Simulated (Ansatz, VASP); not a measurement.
## ZnS: VASP beside Ansatz

```xyz
2
Lattice="0.0236 2.6753 2.6516 2.6753 0.0236 2.6516 2.6989 2.6989 0.0000" Properties=species:S:1:pos:R:3 pbc="T T T"
Zn    0.0000    0.0000    0.0091
S     1.3494    1.3494    1.3167
```

Change from the starting cell: strained cell.

Alike in both runs: functional PBEsol; k mesh 8 × 8 × 8; occupations gaussian, width 0.02 eV; no spin polarisation.

Ansatz relaxed the structure, and its values are those at the end. VASP's run is a single point on that final structure, the one shown.

|  | VASP | Ansatz |
| --- | --- | --- |
| version | VASP 6.6.1 | Ansatz 0.2.0 |
| potentials or method | VASP PAW PBE potentials, release 64 (Zn, S), cutoff 500 eV | scalar-relativistic, plane waves, PAW |
| valence electrons in the cell | 18 | 18 |

Ansatz gave:

| Property | Result |
| --- | --- |
| gap on the k mesh at the Fermi level (eV) | 2.09 |
| least direct gap on the mesh (eV) | 2.09 |
| pressure (GPa) | 1.0 |

Problem. Estimate VASP's values.

Solution. gap on the k mesh at the Fermi level (eV): 2.10; least direct gap on the mesh (eV): 2.10; pressure (GPa): 1.2.

VASP's potentials were made for PBE, not for PBEsol, and Ansatz warns of the same on its side. Ansatz's warnings: stress scf threshold loose.
